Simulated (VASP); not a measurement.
# Ga (P6_3/mmc) in VASP: a series of runs

Ga is run at these levels: revPBE; tasks: single point, relaxation of cell and atoms.

Program: VASP 6.6.1. These are calculated values, not measurements. Logs are shortened: lines on timing, memory, paths and dates and some standing lists are left out, and cuts for length are marked.

**1. The cell of the first run**

It takes space group P6_3/mmc (No. 194, hexagonal). The conventional cell has a = 3.142 Å, b = 3.142 Å, c = 4.957 Å, α = 90.00°, β = 90.00°, γ = 120.00°. Within 4.0 Å of Ga (site symmetry -6m2) lie 12 Ga at 3.07 to 3.14 Å.

**2. Single point, revPBE (volume scaled by 1.08)**

The input, INCAR:

```
ALGO = Normal
EDIFF = 1E-6
ENCUT = 520
GGA = RE
ISIF = 2
ISMEAR = -1
LASPH = True
LCHARG = False
LREAL = False
LWAVE = False
NBANDS = 20
NELM = 100
PREC = Accurate
SIGMA = 0.1
```

The input, KPOINTS:

```
k-points
0
Gamma
  13 13 8
```

The input, POSCAR:

```
Ga
1.0
    3.1415742313      0.0000000000      0.0000000000
   -1.5707871157      2.7206830922      0.0000000000
    0.0000000000      0.0000000000      4.9574944325
Ga
2
Direct
    0.3333333333      0.6666666667      0.2500000000
    0.6666666667      0.3333333333      0.7500000000
```

Potentials or basis: VASP PAW PBE potentials, release 64 (Ga_d).

Started as:

```sh
$ cat potpaw_PBE.64/Ga_d/POTCAR > POTCAR
$ mpirun -np 1 vasp_std > vasp.out
```

OUTCAR:

```text
EDIFF = 1E-6
   ENCUT = 520
   GGA = RE
   ISIF = 2
   ISMEAR = -1
   LASPH = True
   LREAL = False
   NELM = 100
   PREC = Accurate

 ion  position               nearest neighbor table
   1  0.333  0.667  0.250-
   2  0.667  0.333  0.750-

  LATTYP: Found a hexagonal cell.
 ALAT       =     3.1415742313
 C/A-ratio  =     1.5780287421

  Lattice vectors:

 A1 = (   3.1415742313,   0.0000000000,   0.0000000000)
 A2 = (  -1.5707871157,   2.7206830922,   0.0000000000)
 A3 = (   0.0000000000,   0.0000000000,   4.9574944325)

Analysis of symmetry for initial positions (statically):
=====================================================================
 Subroutine PRICEL returns:
 Original cell was already a primitive cell.

 Routine SETGRP: Setting up the symmetry group for a
 hexagonal supercell.

 Subroutine GETGRP returns: Found 24 space group operations
 (whereof 12 operations were pure point group operations)
 out of a pool of 24 trial point group operations.

The static configuration has the point symmetry D_3d.
 The point group associated with its full space group is D_6h.

Analysis of symmetry for dynamics (positions and initial velocities):
=====================================================================
 Subroutine PRICEL returns:
 Original cell was already a primitive cell.

 Routine SETGRP: Setting up the symmetry group for a
 hexagonal supercell.

 Subroutine GETGRP returns: Found 24 space group operations
 (whereof 12 operations were pure point group operations)
 out of a pool of 24 trial point group operations.

The dynamic configuration has the point symmetry D_3d.
 The point group associated with its full space group is D_6h.

 Subroutine INISYM returns: Found 24 space group operations
 (whereof 12 operations are pure point group operations),
 and found     1 'primitive' translations

----------------------------------------------------------------------------------------

                                     Primitive cell

  volume of cell :      42.3728

  direct lattice vectors                    reciprocal lattice vectors
     3.141574231  0.000000000  0.000000000     0.318311753  0.183777376  0.000000000
    -1.570787116  2.720683092  0.000000000     0.000000000  0.367554752  0.000000000
     0.000000000  0.000000000  4.957494432     0.000000000  0.000000000  0.201714800

  length of vectors
     3.141574231  3.141574231  4.957494432     0.367554752  0.367554752  0.201714800

  position of ions in fractional coordinates (direct lattice)
     0.333333333  0.666666667  0.250000000
     0.666666667  0.333333333  0.750000000

  ion indices of the primitive-cell ions
   primitive index   ion index
                 1           1
                 2           2

----------------------------------------------------------------------------------------

 KPOINTS: k-points

Automatic generation of k-mesh.
 Grid dimensions read from file:
 generate k-points for:   13   13    8

 Generating k-lattice:

  Cartesian coordinates                     Fractional coordinates (reciprocal lattice)
     0.024485519  0.014136721  0.000000000     0.076923077  0.000000000  0.000000000
     0.000000000  0.028273442  0.000000000     0.000000000  0.076923077  0.000000000
     0.000000000  0.000000000  0.025214350     0.000000000  0.000000000  0.125000000

  Length of vectors
     0.028273442  0.028273442  0.025214350

  Shift w.r.t. Gamma in fractional coordinates (k-lattice)
     0.000000000  0.000000000  0.000000000

 Subroutine IBZKPT returns following result:
 ===========================================

 Found    105 irreducible k-points:

 Following reciprocal coordinates:
            Coordinates               Weight
  0.000000  0.000000  0.000000      1.000000
  0.076923 -0.000000  0.000000      6.000000
  0.153846 -0.000000  0.000000      6.000000
  0.230769 -0.000000  0.000000      6.000000
  0.307692 -0.000000  0.000000      6.000000
  0.384615  0.000000  0.000000      6.000000
[... 16 lines left out ...]
  0.076923 -0.000000  0.125000     12.000000
  0.153846 -0.000000  0.125000     12.000000
 [... further k-points ...]
   k-points           NKPTS =    105   k-points in BZ     NKDIM =    105   number of bands    NBANDS=     20
   number of dos      NEDOS =    301   number of ions     NIONS =      2
   total plane-waves  NPLWV =  23040
   dimension x,y,z NGX =    24 NGY =   24 NGZ =   40
   dimension x,y,z NGXF=    48 NGYF=   48 NGZF=   80
   ions per type =               2
   NGX,Y,Z   is equivalent  to a cutoff of  12.70, 12.70, 13.41 a.u.
   NGXF,Y,Z  is equivalent  to a cutoff of  25.40, 25.40, 26.83 a.u.
 SYSTEM =  unknown system
   PREC   = accura    normal or accurate (medium, high low for compatibility)
   ISTART =      0    job   : 0-new  1-cont  2-samecut
   ICHARG =      2    charge: 1-file 2-atom 10-const
   ISPIN  =      1    spin polarized calculation?
   LNONCOLLINEAR =      F non collinear calculations
   LSORBIT =      F    spin-orbit coupling
   LASPH  =      T    aspherical Exc in radial PAW
   ENCUT  =  520.0 eV  38.22 Ry    6.18 a.u.   5.84  5.84  9.22*2*pi/ulx,y,z
   NELM   =    100;   NELMIN=  2; NELMDL= -5     # of ELM steps
   EDIFF  = 0.1E-05   stopping-criterion for ELM
   LREAL  =      F    real-space projection
   EDIFFG = 0.1E-04   stopping-criterion for IOM
   NSW    =      0    number of steps for IOM
   IBRION =     -1    ionic relax: 0-MD 1-quasi-New 2-CG
   NFREE  =      0    steps in history (QN), initial steepest desc. (CG)
   ISIF   =      2    stress and relaxation
   ISYM   =      2    0-nonsym 1-usesym 2-fastsym
   POTIM  = 0.5000    time-step for ionic-motion
   TEBEG  =    0.0;   TEEND  =   0.0 temperature during run
   PSTRESS=    0.0 pullay stress
   NELECT =      26.0000    total number of electrons
   NUPDOWN=      -1.0000    fix difference up-down
   EMIN   =  10.00;   EMAX   =-10.00  energy-range for DOS
   EFERMI =   0.00;   METHOD = LEGACY
   ISMEAR =    -1;   SIGMA  =   0.10  broadening in eV -4-tet -1-fermi 0-gaus
   EFERMI_NEDOS =   21; number of points for ismear=-14 and -15
   IALGO  =     38    algorithm
   IMIX   =      4    mixing-type and parameters
     AMIX     =   0.40;   BMIX     =  1.00
     AMIX_MAG =   1.60;   BMIX_MAG =  1.00
  volume/ion in A,a.u.               =      21.19       142.97
  Fermi-wavevector in a.u.,A,eV,Ry     =   1.391138  2.628869 26.330865  1.935264
  Thomas-Fermi vector in A             =   2.515006
   LORBIT       =      0    0 simple, 1 ext, 2 COOP (PROOUT), +10 PAW based schemes
   GGA     = RE    functional components
   LHFCALC =     F    Hartree Fock is set to
   AEXX    =    0.0000 exact exchange contribution
   IVDW    =     0    specifies the selected vdW correction
   LEPSILON=     F    determine dielectric tensor
   LRPA    =     F    only Hartree local field effects (RPA)
 non-spin polarized calculation
  energy-cutoff  :      520.00
  volume of cell :       42.37
 maximum number of plane-waves:      1164
 NGX is ok and might be reduce to    24
   NGX = 11   NGY = 11   NGZ = 19

 number of electron      26.0000003 magnetization

 Free energy of the ion-electron system (eV)
  ---------------------------------------------------
  ext. energy  EPLUGINS =         0.00000000
  ---------------------------------------------------
  free energy    TOTEN  =        -5.16307457 eV

  energy without entropy =       -5.13737678  energy(sigma->0) =       -5.15022567

 E-fermi :   4.6572     XC(G=0): -10.3571

 val. band max:        4.6332427037   @ k =   0.3077  -0.0000   0.0000
 cond. band min:       4.6621046420   @ k =   0.0769   0.0769   0.2500
 fundamental gap:      0.0288619382
 Fermi energy:         4.6572451465

 k-point     1 :       0.0000    0.0000    0.0000
  band No.  band energies     occupation
      1     -10.2476      2.00000
      2     -10.1909      2.00000
      3     -10.1909      2.00000
      4     -10.1903      2.00000
      5     -10.1734      2.00000
      6     -10.1734      2.00000
[... 12 lines left out ...]
     19      16.8902      0.00000
     20      17.7776      0.00000

 k-point     2 :       0.0769   -0.0000    0.0000
  band No.  band energies     occupation
      1     -10.2438      2.00000
      2     -10.2029      2.00000
      3     -10.1829      2.00000
      4     -10.1765      2.00000
      5     -10.1722      2.00000
      6     -10.1659      2.00000
[... 12 lines left out ...]
     19      17.2715      0.00000
     20      17.9625      0.00000

 k-point     3 :       0.1538   -0.0000    0.0000
  band No.  band energies     occupation
      1     -10.2442      2.00000
      2     -10.2060      2.00000
      3     -10.1747      2.00000
      4     -10.1736      2.00000
      5     -10.1709      2.00000
      6     -10.1607      2.00000
[... 12 lines left out ...]
     19      15.5590      0.00000
     20      18.7528      0.00000

 k-point     4 :       0.2308   -0.0000    0.0000
  band No.  band energies     occupation
      1     -10.2608      2.00000
      2     -10.2000      2.00000
      3     -10.1956      2.00000
      4     -10.1836      2.00000
      5     -10.1677      2.00000
      6     -10.1294      2.00000
[... 12 lines left out ...]
     19      14.8821      0.00000
     20      17.8978      0.00000

 k-point     5 :       0.3077   -0.0000    0.0000
  band No.  band energies     occupation
      1     -10.2814      2.00000
      2     -10.2207      2.00000
      3     -10.2038      2.00000
      4     -10.1962      2.00000
      5     -10.1512      2.00000
      6     -10.1092      2.00000
[... 12 lines left out ...]
     19      14.3055      0.00000
     20      17.2929      0.00000
[... 353 lines left out ...]
      6     -10.1414      2.00000
[... 12 lines left out ...]
     19      11.1692      0.00000
     20      21.1060      0.00000

 k-point    22 :       0.0000    0.0000    0.1250
  band No.  band energies     occupation
      1     -10.2445      2.00000
      2     -10.1973      2.00000
      3     -10.1973      2.00000
      4     -10.1913      2.00000
      5     -10.1765      2.00000
      6     -10.1765      2.00000
[... 12 lines left out ...]
     19      16.9594      0.00000
     20      17.9881      0.00000

 k-point    23 :       0.0769   -0.0000    0.1250
  band No.  band energies     occupation
      1     -10.2411      2.00000
      2     -10.2039      2.00000
      3     -10.1910      2.00000
      4     -10.1860      2.00000
      5     -10.1759      2.00000
      6     -10.1691      2.00000
[... 12 lines left out ...]
     19      17.1029      0.00000
     20      18.0187      0.00000

 k-point    24 :       0.1538   -0.0000    0.1250
  band No.  band energies     occupation
      1     -10.2428      2.00000
      2     -10.2049      2.00000
      3     -10.1867      2.00000
      4     -10.1794      2.00000
      5     -10.1745      2.00000
      6     -10.1484      2.00000
[... 12 lines left out ...]
     19      15.8108      0.00000
     20      18.3969      0.00000

 [... further k-points ...]
[... 5 lines left out ...]
  --------------------------------------------------------------------------------------
  -------------------------------------------------------------------------------------
  Total       -0.6750724     -0.6750724     -0.7240382      0.0000000      0.0000000      0.0000000
  in kB      -25.5254497    -25.5254497    -27.3769178      0.0000000      0.0000000      0.0000000
  external PRESSURE =     -26.1426057 kB  Pullay stress =       0.0000000 kB

 VOLUME and BASIS-vectors are now :
 -----------------------------------------------------------------------------
  energy-cutoff  :      520.00
  volume of cell :       42.37
      direct lattice vectors                 reciprocal lattice vectors
     3.141574231  0.000000000  0.000000000     0.318311753  0.183777376  0.000000000
    -1.570787116  2.720683092  0.000000000     0.000000000  0.367554752  0.000000000
     0.000000000  0.000000000  4.957494432     0.000000000  0.000000000  0.201714800

 POSITION                                       TOTAL-FORCE (eV/Angst)
 -----------------------------------------------------------------------------------
     -0.00000      1.81379      1.23937        -0.000000      0.000000     -0.000000
      1.57079      0.90689      3.71812         0.000000     -0.000000      0.000000
 -----------------------------------------------------------------------------------
    total drift:                               -0.000000      0.000000      0.000000

  FREE ENERGIE OF THE ION-ELECTRON SYSTEM (eV)
  ---------------------------------------------------
  free  energy   TOTEN  =        -5.1630745657 eV

  energy  without entropy=       -5.1373767815  energy(sigma->0) =       -5.15022567
```

Wall time 46 s (1 thread of Intel Xeon Platinum 8488C (Sapphire Rapids), shared host); peak memory 0.2 GiB.

What came out:

```
Free energy            : -5.1631 eV
Pressure               : -2.6 GPa
Band gap on the k mesh : zero (band 13 reaches 8.82 eV, above the bottom of band 14 at 1.99 eV)
```

Caveat: the PAW data sets were made with another functional, which shifts forces and pressure a little.

(Part 1 of 2 ends here.)
